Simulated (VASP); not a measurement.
Write the native input for VASP 6.6.1 that does the following.

* Task: single point
* Functional: r2SCAN
* Dispersion: D3(BJ)
* Potentials or basis: VASP PAW PBE potentials, release 64 (C)
* Cutoff: 520 eV
* k mesh: 21 × 21 × 6
* Occupations: fermi-dirac, width 0.15 eV
* Spin: no spin polarisation
* Dipole correction: no
* Further INCAR settings: ALGO = Normal; EDIFF = 1e-06; NBANDS = 16

The system is C.

```
C
1.0
     2.45546    0.00000    0.00000
    -1.22773    2.12650    0.00000
     0.00000    0.00000    6.73037
C
4
Cartesian
  0.0000 0.0000 5.0478
  0.0000 0.0000 1.6826
  0.0000 1.4177 5.0478
  1.2277 0.7088 1.6826
```

One way to write it, as run:

POSCAR

```
C
1.0
    2.4554649471      0.0000000000      0.0000000000
   -1.2277324736      2.1264950223      0.0000000000
    0.0000000000      0.0000000000      6.7303720846
C
4
Direct
    0.0000000000      0.0000000000      0.7500000000
    0.0000000000      0.0000000000      0.2500000000
    0.3333333333      0.6666666667      0.7500000000
    0.6666666667      0.3333333333      0.2500000000
```

INCAR.step1

```
SYSTEM = C
  PREC = Accurate
  ENCUT = 520
  ISMEAR = -1
  SIGMA = 0.15
  LREAL = .FALSE.
  LASPH = .TRUE.
  NELM = 60
  NBANDS = 16
  GGA = PE
  ALGO = Normal
  EDIFF = 1E-4
  LWAVE = .TRUE.
  LCHARG = .FALSE.
```

INCAR.step2

```
SYSTEM = C
  PREC = Accurate
  ENCUT = 520
  EDIFF = 1E-6
  ISMEAR = -1
  SIGMA = 0.15
  LREAL = .FALSE.
  LASPH = .TRUE.
  NELM = 60
  ALGO = Normal
  ISIF = 2
  LWAVE = .FALSE.
  LCHARG = .FALSE.
  METAGGA = R2SCAN
  LMIXTAU = .TRUE.
  IVDW = 12
  VDW_S6 = 1.0
  VDW_S8 = 0.78981345
  VDW_A1 = 0.49484001
  VDW_A2 = 5.73083694
  NBANDS = 16
  ISTART = 1
```

KPOINTS

```
Automatic mesh
0
G
  21 21 6
  0 0 0
```

Potentials or basis: VASP PAW PBE potentials, release 64 (C).

Run with:

```console
$ cat potpaw_PBE.64/C/POTCAR > POTCAR
$ cp INCAR.step1 INCAR
$ mpirun -np 1 vasp_std > vasp.out
$ cp INCAR.step2 INCAR
$ mpirun -np 1 vasp_std > vasp.out
```

Results of the run:

```
Pressure                   : 0.7 GPa
Band gap on the k mesh     : zero (band 8 reaches 4.67 eV, above the bottom of band 9 at 4.64 eV)
Dispersion energy per atom : -0.076 eV
```

Caveat: the PAW data sets were made with another functional, which shifts forces and pressure a little.

It took 3.6 min on 1 thread of Intel(R) Xeon(R) Platinum 8488C (Sapphire Rapids), with other jobs on the host, peak memory 0.21 GiB.
